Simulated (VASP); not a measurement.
# Be16Cl in VASP: relaxation of the atoms with PBE+D3(BJ)

Aim: the relaxation of the atoms of Be16Cl with PBE+D3(BJ).

All numbers are computed with VASP 6.6.1; they aren't measurements. Logs are shortened: lines on timing, memory, paths and dates and some standing lists are left out, and cuts for length are marked.

## 1. The cell of the first run

The cell holds a slab with vacuum, 17 atoms: a = 4.580 Å, b = 4.580 Å, c = 16.383 Å, α = 90.00°, β = 90.00°, γ = 60.00°.

## 2. Relaxation of the atoms, PBE+D3(BJ)

Contents of INCAR:

```
ALGO     = Normal         # electronic algorithm
EDIFF    = 1E-6           # SCF threshold, eV
EDIFFG   = -0.03          # ionic threshold
ENCUT    = 520            # plane-wave cutoff, eV
GGA      = PE             # functional
IBRION   = 2              # ionic algorithm
ISIF     = 2              # what is computed and relaxed
ISMEAR   = 0              # smearing method
IVDW     = 12             # dispersion correction
LASPH    = True           # aspherical terms in the spheres
LCHARG   = False          # write CHGCAR
LREAL    = Auto         
LWAVE    = False          # write WAVECAR
NELM     = 100            # most SCF steps
NSW      = 80             # ionic steps
PREC     = Accurate       # precision mode
SIGMA    = 0.05           # smearing width, eV
```

Contents of KPOINTS:

```
k-points
0
Gamma
  5 5 1
```

Contents of POSCAR:

```
Be16Cl
1.0
    4.5800000000      0.0000000000      0.0000000000
    2.2900000000      3.9663960000      0.0000000000
    0.0000000000      0.0000000000     16.3826450000
Be Cl
16 1
Selective dynamics
Direct
   -0.1666666800      0.3333333600      0.0610402000  F F F
    0.3333333200      0.3333333600      0.0610402000  F F F
   -0.1666667000      0.8333334100      0.0610402000  F F F
    0.3333333000      0.8333334100      0.0610402000  F F F
    0.0000000000      0.0000000000      0.1705594500  T T T
    0.5000000000      0.0000000000      0.1705594500  T T T
   -0.0000000200      0.5000000400      0.1705594500  T T T
    0.4999999800      0.5000000400      0.1705594500  T T T
   -0.1666666800      0.3333333600      0.2800787100  T T T
    0.3333333200      0.3333333600      0.2800787100  T T T
   -0.1666667000      0.8333334100      0.2800787100  T T T
    0.3333333000      0.8333334100      0.2800787100  T T T
    0.0000000000      0.0000000000      0.3895979600  T T T
    0.5000000000      0.0000000000      0.3895979600  T T T
   -0.0000000200      0.5000000400      0.3895979600  T T T
    0.4999999800      0.5000000400      0.3895979600  T T T
    0.8333333200      0.3333333600      0.4842102700  T T T
```

Potentials or basis: VASP PAW PBE potentials, release 64 (Be, Cl).

On the command line:

```sh
> cat potpaw_PBE.64/Be/POTCAR potpaw_PBE.64/Cl/POTCAR > POTCAR
> mpirun -np 1 vasp_std > vasp.out
```

OUTCAR:

```text
EDIFF = 1E-6
   EDIFFG = -0.03
   ENCUT = 520
   GGA = PE
   IBRION = 2
   ISIF = 2
   ISMEAR = 0
   IVDW = 12
   LASPH = True
   LREAL = Auto
   NELM = 100
   NSW = 80
   PREC = Accurate
 IVDW          = 12

 ion  position               nearest neighbor table
   1  0.833  0.333  0.061-   5 2.23   7 2.23   8 2.23   3 2.29   4 2.29   2 2.29   2 2.29   4 2.29
                             3 2.29
   2  0.333  0.333  0.061-   6 2.23   7 2.23   8 2.23   4 2.29   3 2.29   1 2.29   1 2.29   3 2.29
                             4 2.29
   3  0.833  0.833  0.061-   5 2.23   6 2.23   7 2.23   1 2.29   2 2.29   4 2.29   4 2.29   2 2.29
                             1 2.29
   4  0.333  0.833  0.061-   6 2.23   5 2.23   8 2.23   2 2.29   1 2.29   3 2.29   3 2.29   1 2.29
                             2 2.29
   5  0.000  0.000  0.171-   3 2.23   4 2.23   1 2.23  11 2.23  12 2.23   9 2.23   8 2.29   7 2.29
                             7 2.29   8 2.29   6 2.29   6 2.29
   6  0.500  0.000  0.171-   4 2.23   3 2.23   2 2.23  12 2.23  11 2.23  10 2.23   8 2.29   7 2.29
                             8 2.29   7 2.29   5 2.29   5 2.29
   7  1.000  0.500  0.171-   1 2.23   2 2.23   3 2.23   9 2.23  10 2.23  11 2.23   6 2.29   5 2.29
                             6 2.29   5 2.29   8 2.29   8 2.29
   8  0.500  0.500  0.171-   1 2.23   2 2.23   4 2.23   9 2.23  10 2.23  12 2.23   6 2.29   5 2.29
                             5 2.29   6 2.29   7 2.29   7 2.29
   9  0.833  0.333  0.280-  13 2.23  15 2.23  16 2.23   5 2.23   8 2.23   7 2.23  11 2.29  12 2.29
                            10 2.29  10 2.29  12 2.29  11 2.29
  10  0.333  0.333  0.280-  14 2.23  15 2.23  16 2.23   6 2.23   8 2.23   7 2.23  12 2.29  11 2.29
                             9 2.29   9 2.29  11 2.29  12 2.29
  11  0.833  0.833  0.280-  13 2.23  14 2.23   5 2.23  15 2.23   6 2.23   7 2.23   9 2.29  10 2.29
                            12 2.29  12 2.29  10 2.29   9 2.29
  12  0.333  0.833  0.280-  14 2.23  13 2.23   6 2.23  16 2.23   5 2.23   8 2.23  10 2.29   9 2.29
                            11 2.29  11 2.29   9 2.29  10 2.29
  13  0.000  0.000  0.390-  17 2.04  11 2.23  12 2.23   9 2.23  16 2.29  15 2.29  15 2.29  16 2.29
                            14 2.29  14 2.29
  14  0.500  0.000  0.390-  12 2.23  11 2.23  10 2.23  15 2.29  16 2.29  16 2.29  15 2.29  13 2.29
                            13 2.29
  15  1.000  0.500  0.390-  17 2.04  10 2.23   9 2.23  11 2.23  14 2.29  13 2.29  14 2.29  13 2.29
                            16 2.29  16 2.29
  16  0.500  0.500  0.390-  17 2.04  10 2.23   9 2.23  12 2.23  14 2.29  13 2.29  13 2.29  14 2.29
                            15 2.29  15 2.29
  17  0.833  0.333  0.484-  13 2.04  15 2.04  16 2.04

  LATTYP: Found a hexagonal cell.
 ALAT       =     4.5799996975
 C/A-ratio  =     3.5769969612

  Lattice vectors:

 A1 = (  -2.2900000000,  -3.9663960000,   0.0000000000)
 A2 = (   4.5800000000,   0.0000000000,   0.0000000000)
 A3 = (   0.0000000000,   0.0000000000,  16.3826450000)

Analysis of symmetry for initial positions (statically):
=====================================================================
 Subroutine PRICEL returns:
 Original cell was already a primitive cell.

 Routine SETGRP: Setting up the symmetry group for a
 hexagonal supercell.

 Subroutine GETGRP returns: Found  6 space group operations
 (whereof  2 operations were pure point group operations)
 out of a pool of 24 trial point group operations.

The static configuration has the point symmetry C_1h.
 The point group associated with its full space group is C_3v.

Analysis of symmetry for dynamics (positions and initial velocities):
=====================================================================
 Subroutine PRICEL returns:
 Original cell was already a primitive cell.

 Routine SETGRP: Setting up the symmetry group for a
 hexagonal supercell.

 Subroutine GETGRP returns: Found  6 space group operations
 (whereof  2 operations were pure point group operations)
 out of a pool of 24 trial point group operations.

The dynamic configuration has the point symmetry C_1h.
 The point group associated with its full space group is C_3v.

Analysis of constrained symmetry for selective dynamics:
=====================================================================
 Subroutine PRICEL returns:
 Original cell was already a primitive cell.

 Routine SETGRP: Setting up the symmetry group for a
 hexagonal supercell.

 Subroutine GETGRP returns: Found  6 space group operations
 (whereof  2 operations were pure point group operations)
 out of a pool of 24 trial point group operations.

The constrained configuration has the point symmetry C_1h.
 The point group associated with its full space group is C_3v.

 Subroutine INISYM returns: Found  6 space group operations
 (whereof  2 operations are pure point group operations),
 and found     1 'primitive' translations

----------------------------------------------------------------------------------------

                                     Primitive cell

[... 32 lines left out ...]
                 2           2
                 3           3
                 4           4
                 5           5
                 6           6
[... 9 lines left out ...]
                16          16
                17          17

----------------------------------------------------------------------------------------

 KPOINTS: k-points

Automatic generation of k-mesh.
 Grid dimensions read from file:
 generate k-points for:    5    5    1

 Generating k-lattice:

  Cartesian coordinates                     Fractional coordinates (reciprocal lattice)
     0.043668122 -0.025211804  0.000000000     0.200000000 -0.000000000  0.000000000
     0.000000000  0.050423609  0.000000000     0.000000000  0.200000000  0.000000000
     0.000000000  0.000000000  0.061040204     0.000000000  0.000000000  1.000000000

  Length of vectors
     0.050423605  0.050423609  0.061040204

  Shift w.r.t. Gamma in fractional coordinates (k-lattice)
     0.000000000  0.000000000  0.000000000

 Subroutine IBZKPT returns following result:
 ===========================================

 Found      5 irreducible k-points:

 Following reciprocal coordinates:
            Coordinates               Weight
  0.000000  0.000000  0.000000      1.000000
  0.200000  0.000000  0.000000      6.000000
  0.400000  0.000000  0.000000      6.000000
  0.400000  0.200000  0.000000      6.000000
 -0.400000  0.200000  0.000000      6.000000
   k-points           NKPTS =      5   k-points in BZ     NKDIM =      5   number of bands    NBANDS=     28
   number of dos      NEDOS =    301   number of ions     NIONS =     17
   total plane-waves  NPLWV = 163296
   dimension x,y,z NGX =    36 NGY =   36 NGZ =  126
   dimension x,y,z NGXF=    72 NGYF=   72 NGZF=  252
   ions per type =              16   1
   NGX,Y,Z   is equivalent  to a cutoff of  13.07, 13.07, 12.79 a.u.
   NGXF,Y,Z  is equivalent  to a cutoff of  26.13, 26.13, 25.57 a.u.
 SYSTEM =  unknown system
   PREC   = accura    normal or accurate (medium, high low for compatibility)
   ISTART =      0    job   : 0-new  1-cont  2-samecut
   ICHARG =      2    charge: 1-file 2-atom 10-const
   ISPIN  =      1    spin polarized calculation?
   LNONCOLLINEAR =      F non collinear calculations
   LSORBIT =      F    spin-orbit coupling
   LASPH  =      T    aspherical Exc in radial PAW
   ENCUT  =  520.0 eV  38.22 Ry    6.18 a.u.   8.52  8.52 30.46*2*pi/ulx,y,z
   NELM   =    100;   NELMIN=  2; NELMDL= -5     # of ELM steps
   EDIFF  = 0.1E-05   stopping-criterion for ELM
   LREAL  =      T    real-space projection
   EDIFFG = -.3E-01   stopping-criterion for IOM
   NSW    =     80    number of steps for IOM
   IBRION =      2    ionic relax: 0-MD 1-quasi-New 2-CG
   NFREE  =      1    steps in history (QN), initial steepest desc. (CG)
   ISIF   =      2    stress and relaxation
   ISYM   =      2    0-nonsym 1-usesym 2-fastsym
   POTIM  = 0.5000    time-step for ionic-motion
   TEBEG  =    0.0;   TEEND  =   0.0 temperature during run
   PSTRESS=    0.0 pullay stress
   NELECT =      39.0000    total number of electrons
   NUPDOWN=      -1.0000    fix difference up-down
   EMIN   =  10.00;   EMAX   =-10.00  energy-range for DOS
   EFERMI =   0.00;   METHOD = LEGACY
   ISMEAR =     0;   SIGMA  =   0.05  broadening in eV -4-tet -1-fermi 0-gaus
   EFERMI_NEDOS =   21; number of points for ismear=-14 and -15
   IALGO  =     38    algorithm
   IMIX   =      4    mixing-type and parameters
     AMIX     =   0.40;   BMIX     =  1.00
     AMIX_MAG =   1.60;   BMIX_MAG =  1.00
  volume/ion in A,a.u.               =      17.51       118.14
  Fermi-wavevector in a.u.,A,eV,Ry     =   0.831536  1.571376  9.407782  0.691453
  Thomas-Fermi vector in A             =   1.944440
   LORBIT       =      0    0 simple, 1 ext, 2 COOP (PROOUT), +10 PAW based schemes
   GGA     = PE    functional components
   LHFCALC =     F    Hartree Fock is set to
   AEXX    =    0.0000 exact exchange contribution
   IVDW    =    12    specifies the selected vdW correction
   LEPSILON=     F    determine dielectric tensor
   LRPA    =     F    only Hartree local field effects (RPA)
 conjugate gradient relaxation of ions
 non-spin polarized calculation
 Gauss-broadening in eV      SIGMA  =   0.05
  energy-cutoff  :      520.00
  volume of cell :      297.61
 maximum number of plane-waves:      8057
 NGX is ok and might be reduce to    36
   NGX = 17   NGY = 17   NGZ = 61

--------------------------------------- Ionic step        1  -------------------------------------------

 number of electron      38.9999998 magnetization

 Free energy of the ion-electron system (eV)
  ---------------------------------------------------
  ext. energy  EPLUGINS =         0.00000000
  ---------------------------------------------------
  free energy    TOTEN  =       -59.20861473 eV

  energy without entropy =      -59.20283242  energy(sigma->0) =      -59.20572358

------------------------ aborting loop because EDIFF is reached ----------------------------------------

 Edisp (eV)   -4.37123

 E8    (eV) :    -1.5684
[... 150 lines left out ...]
  FREE ENERGIE OF THE ION-ELECTRON SYSTEM (eV)
  ---------------------------------------------------
  free  energy   TOTEN  =       -63.8322667999 eV

  energy  without entropy=      -63.8266163285  energy(sigma->0) =      -63.82944156

[... ionic steps 4 to 13 ...]

--------------------------------------- Ionic step       14  -------------------------------------------

 number of electron      39.0000000 magnetization

------------------------ aborting loop because EDIFF is reached ----------------------------------------
[... 105 lines left out ...]
--------------------------------------- Ionic step       16  -------------------------------------------

 number of electron      38.9999999 magnetization

 Free energy of the ion-electron system (eV)
  ---------------------------------------------------
  ext. energy  EPLUGINS =         0.00000000
  ---------------------------------------------------
  free energy    TOTEN  =       -59.57723968 eV

  energy without entropy =      -59.57150187  energy(sigma->0) =      -59.57437077

 E-fermi :   0.8419     XC(G=0):  -6.3338

 val. band max:        0.8229725541   @ k =   0.0000   0.0000   0.0000
 cond. band min:       1.1148023770   @ k =   0.4000   0.0000   0.0000
 fundamental gap:      0.2918298229
 Fermi energy:         0.8418928732

 k-point     1 :       0.0000    0.0000    0.0000
  band No.  band energies     occupation
      1     -16.4399      2.00000
      2      -9.4745      2.00000
      3      -8.0649      2.00000
      4      -6.2558      2.00000
      5      -5.0064      2.00000
      6      -4.5479      2.00000
[... 192 lines left out ...]
  FREE ENERGIE OF THE ION-ELECTRON SYSTEM (eV)
  ---------------------------------------------------
  free  energy   TOTEN  =       -63.9160704417 eV

  energy  without entropy=      -63.9103326322  energy(sigma->0) =      -63.91320154

 reached required accuracy - stopping structural energy minimisation
```

Run time: 13 min. Hardware: 1 thread of AMD EPYC 7R13 (Zen 3), shared host; peak memory 0.4 GiB.

Results:

```
Free energy                : -63.9161 eV
Energy gained by relaxing  : 19.8 meV/atom
Ionic steps                : 16
Band gap on the k mesh     : zero (an odd number of electrons rules out a gap without spin polarisation)
Dispersion energy per atom : -0.255 eV
```

Step by step:
```csv
step,energy change (eV),largest force on free atoms (eV/Å),pressure (GPa)
1,0.0000,1.5644,-3.48
2,-0.2292,0.7992,-3.85
3,-0.2524,0.5842,-3.93
4,-0.2920,0.3397,-3.91
5,-0.3168,0.1994,-3.86
6,-0.3273,0.0908,-3.89
7,-0.3284,0.1396,-3.91
8,-0.3305,0.0691,-3.96
9,-0.3309,0.0713,-4.00
10,-0.3324,0.0415,-4.05
11,-0.3330,0.0490,-4.10
12,-0.3340,0.0337,-4.14
13,-0.3342,0.0512,-4.17
14,-0.3350,0.0383,-4.20
15,-0.3357,0.0525,-4.26
16,-0.3362,0.0253,-4.28
```

Final structure:
```
Be Cl
1.0
     4.58000    0.00000    0.00000
     2.29000    3.96640    0.00000
     0.00000    0.00000   16.38265
Be Cl
16 1
Cartesian
  4.5800 1.3221 1.0000
  2.2900 1.3221 1.0000
  5.7250 3.3053 1.0000
  3.4350 3.3053 1.0000
  4.5800 0.0218 2.8375
  2.2900 0.0000 2.7914
  5.7061 1.9723 2.8375
  3.4539 1.9723 2.8375
  4.5800 1.3221 4.6614
  2.2900 1.3120 4.6004
  5.7162 3.3104 4.6004
  3.4438 3.3104 4.6004
  2.2900 3.8958 6.4788
  2.2900 0.0000 6.2291
  1.2062 2.0185 6.4788
  3.3738 2.0185 6.4788
  4.5800 1.3221 8.1103
```

Levels at points of the mesh, in eV from the Fermi level:
| k point | band 17 | band 18 | band 19 | band 20 | band 21 | band 22 | band 23 | band 24 |
| --- | --- | --- | --- | --- | --- | --- | --- | --- |
| (0.00, 0.00, 0.00) | -2.32 | -1.94 | -1.86 | -1.86 | -0.02 | 2.45 | 2.54 | 2.54 |

Caveat: there is no dipole correction, which matters where the two faces differ; an odd number of electrons without spin polarisation forces a metal; a magnetic or distorted state may lie lower.

The gap in the log of VASP goes by the Fermi energy; the results here count the filled bands.